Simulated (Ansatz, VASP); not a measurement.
# One calculation of CaO, two programs

The input INCAR:

```
SYSTEM = CaO
ALGO     = Normal         ! electronic algorithm
EDIFF    = 1E-6           ! SCF threshold, eV
ENCUT    = 520            ! plane-wave cutoff, eV
GGA      = PE             ! functional
ISIF     = 2              ! what is computed and relaxed
ISMEAR   = 0              ! smearing method
LASPH    = .True.         ! aspherical terms in the spheres
LCHARG   = .False.        ! write CHGCAR
LREAL    = .False.        ! projectors in reciprocal space
LWAVE    = .False.        ! write WAVECAR
NBANDS   = 24             ! bands
NELM     = 60             ! most SCF steps
PREC     = Accurate       ! precision mode
SIGMA    = 0.05           ! smearing width, eV
```

Contents of KPOINTS:

```
k-points
0
Gamma
  9 9 6
  0 0 0
```

The input POSCAR:

```
CaO
1.0
    4.3650946672      0.0000000000      0.0000000000
   -2.1825473336      3.0172899985      0.0000000000
    0.0000000000      0.0000000000      5.0000688124
Ca O
2 2
Direct
    0.3333333333      0.6666666667      0.7500000000
    0.6666666667      0.3333333333      0.2500000000
    0.3333333333      0.6666666667      0.2500000000
    0.6666666667      0.3333333333      0.7500000000
```

Input for Ansatz:

```yaml
crystal:
  lattice:
    - [4.3650946672, 0.0, 0.0]
    - [-2.1825473336, 3.0172899985, 0.0]
    - [0.0, 0.0, 5.0000688124]
  atoms:
    - { symbol: Ca, position: [0.3333333333, 0.6666666667, 0.75] }
    - { symbol: Ca, position: [0.6666666667, 0.3333333333, 0.25] }
    - { symbol: O, position: [0.3333333333, 0.6666666667, 0.25] }
    - { symbol: O, position: [0.6666666667, 0.3333333333, 0.75] }
basis:
  ecutwfc: 520.0
kpoints:
  mp_grid: { grid: [9, 9, 6] }
hamiltonian:
  xc: pbe
scf:
  occupations: { method: gaussian, width: 0.05 }
output:
  forces: true
  stress: true
  eigenvalues: true
```

Change from the starting cell: strain +e along x and -e along y +0.1100, strain +e along z and -e/2 along x and y +0.0400.

Alike in both runs: task single point; functional PBE; k mesh 9 × 9 × 6; occupations gaussian, width 0.05 eV; no spin polarisation.

|  | VASP | Ansatz |
| --- | --- | --- |
| version | VASP 6.6.1 | Ansatz 0.2.0 |
| potentials or method | VASP PAW PBE potentials, release 64 (Ca_sv, O), cutoff 520 eV | scalar-relativistic, plane waves, PAW |
| valence electrons in the cell | 32 | 32 |

VASP gave:

| Quantity | Value |
| --- | --- |
| gap on the k mesh at the Fermi level (eV) | 3.47 |
| least direct gap on the mesh (eV) | 3.47 |
| pressure (GPa) | 5.0 |
| traceless stress, the component that is largest in VASP (GPa) | 16.89 |
| rms of the force components (eV/Å) | 1.362 |

**Question.** Which values does Ansatz return?

**Answer.** gap on the k mesh at the Fermi level (eV): 3.48; least direct gap on the mesh (eV): 3.48; pressure (GPa): 4.4; traceless stress, the component that is largest in VASP (GPa): 16.35; rms of the force components (eV/Å): 1.306.

Atom by atom the forces differ by 0.056 eV/Å (rms over components). The functional is the same, so the differences come from potentials, cutoffs and numerics.
